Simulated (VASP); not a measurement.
# CeO2: single point with PBE

Crystal: CeO2.

```xyz
3
Lattice="1.8955 1.0944 3.0966 -1.8955 1.0944 3.0966 0.0000 -2.1888 3.0966" Properties=species:S:1:pos:R:3 pbc="T T T"
Ce    0.0000    0.0000    0.0000
O     0.0000    0.0000    2.3224
O     0.0000    0.0000    6.9674
```

```
Program             : VASP 6.6.1
Task                : single point
Functional          : PBE
Potentials or basis : VASP PAW PBE potentials, release 64 (Ce, O)
Cutoff              : 520 eV
k mesh              : 10 × 10 × 10
Occupations         : gaussian, width 0.05 eV
Spin                : no spin polarisation
```

The pressure is 11.1 GPa and the band gap on the k mesh is 2.05 eV (least direct gap 2.13 eV).

Levels at points of the mesh, in eV from the valence-band top:
```
           k point  band 9  band 10  band 11  band 12  band 13  band 14  band 15  band 16
(0.00, 0.00, 0.00)   -4.03    -0.65    -0.65    -0.65     2.40     2.40     2.40     2.68
(0.50, 0.00, 0.00)   -1.27    -1.23    -0.80    -0.80     2.05     2.25     2.25     2.41
(0.50, 0.50, 0.00)   -1.16    -0.85    -0.85    -0.67     2.09     2.20     2.20     2.39
(0.50, 0.50, 0.50)   -1.27    -1.23    -0.80    -0.80     2.05     2.25     2.25     2.41
```

Run time: 92 s on 1 thread of AMD EPYC 9R45 96-Core Processor (Zen 5), with other jobs on the host, peak memory 0.2 GiB.

Caveat: the cell stands under pressure; spin-orbit coupling is left out, which moves the levels of the heavy elements. A k mesh can miss the band edges.
